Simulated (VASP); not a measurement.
ZnSe:

```xyz
2
Lattice="0.0000 2.7557 2.8324 2.7557 0.0000 2.8324 2.7557 2.7557 0.0000" Properties=species:S:1:pos:R:3 pbc="T T T"
Zn    0.0000    0.0000    0.0000
Se    1.3778    1.3778    1.4162
```

This cell differs from its parent crystal: biaxial xy strain -2.7%.

Base run:

```yaml
Program: VASP 6.6.1
Functional: r2SCAN
Potentials_or_basis: VASP PAW PBE potentials, release 64 (Zn, Se)
Cutoff: 520 eV
k_mesh: 8 × 8 × 8
Occupations: gaussian, width 0.01 eV
Spin: no spin polarisation
```

Its results: band gap on the k mesh 2.08 eV; pressure 4.2 GPa.

The run is repeated on the same cell with these changes: functional from r2SCAN to PBE; occupations from gaussian, width 0.01 eV to fermi-dirac, width 0.02 eV. What comes out?

Band gap on the k mesh 1.48 eV; pressure 6.6 GPa.

Caveats: the cell stands under pressure; the PAW data sets were made with another functional, which shifts forces and pressure a little (at least some runs).

